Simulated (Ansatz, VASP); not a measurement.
## Rh: VASP beside Ansatz

Contents of INCAR:

```
ALGO = Normal
EDIFF = 1E-6
ENCUT = 520
GGA = PS
ISIF = 2
ISMEAR = -1
ISPIN = 2
LASPH = T
LCHARG = F
LMAXMIX = 4
LORBIT = 11
LREAL = F
LWAVE = F
MAGMOM = 1
NBANDS = 18
NELM = 150
PREC = Accurate
SIGMA = 0.05
```

File KPOINTS:

```
k-points
0
Gamma
  23 23 23
```

File POSCAR:

```
Rh
1.0
    0.0000000000      1.8901325671      1.8901325671
    1.8901325671      0.0000000000      1.8901325671
    1.8901325671      1.8901325671      0.0000000000
Rh
1
Direct
    0.0000000000      0.0000000000      0.0000000000
```

Input for Ansatz:

```yaml
crystal:
  lattice:
    - [0.0, 1.8901325671, 1.8901325671]
    - [1.8901325671, 0.0, 1.8901325671]
    - [1.8901325671, 1.8901325671, 0.0]
  atoms:
    - { symbol: Rh, position: [0.0, 0.0, 0.0], spin: 1.0 }
hamiltonian:
  xc: pbesol
  pseudopotentials:
    kind: paw
    azcp:
      Rh: "pseudopotentials/Rh.paw.azcp"
basis:
  ecutwfc: 420
  fft_grid_basis: typed
kpoints:
  mp_grid: { grid: [23, 23, 23], shift: [0, 0, 0] }
magnetization:
  spin_polarized: true
scf:
  occupations: { method: fermi_dirac, width: 0.05 }
output:
  stress: true
```

Alike in both runs: task single point; functional PBEsol; k mesh 23 × 23 × 23; occupations fermi-dirac, width 0.05 eV; collinear spin.

```csv
,VASP,Ansatz
version,VASP 6.6.1,Ansatz 0.2.0
potentials or method,"VASP PAW PBE potentials, release 64 (Rh_pv), cutoff 520 eV","plane waves (420 eV) with PAW, scalar-relativistic"
valence electrons in the cell,15,17
```

|  | VASP | Ansatz | Ansatz less VASP |
| --- | --- | --- | --- |
| pressure (GPa) | -0.1 | 0.0 | +0.12 |
| net moment per atom (μB) | 0.00 | 0.00 | -0.001 |

VASP's potentials were made for PBE, not for PBEsol, and Ansatz warns of the same on its side. The functional is the same, so the differences come from potentials, cutoffs and numerics. VASP's potentials hold 15 valence electrons a cell and Ansatz's 17, so a difference there can come from the potentials and not from the codes. Ansatz's warnings: seeded moment not kept.
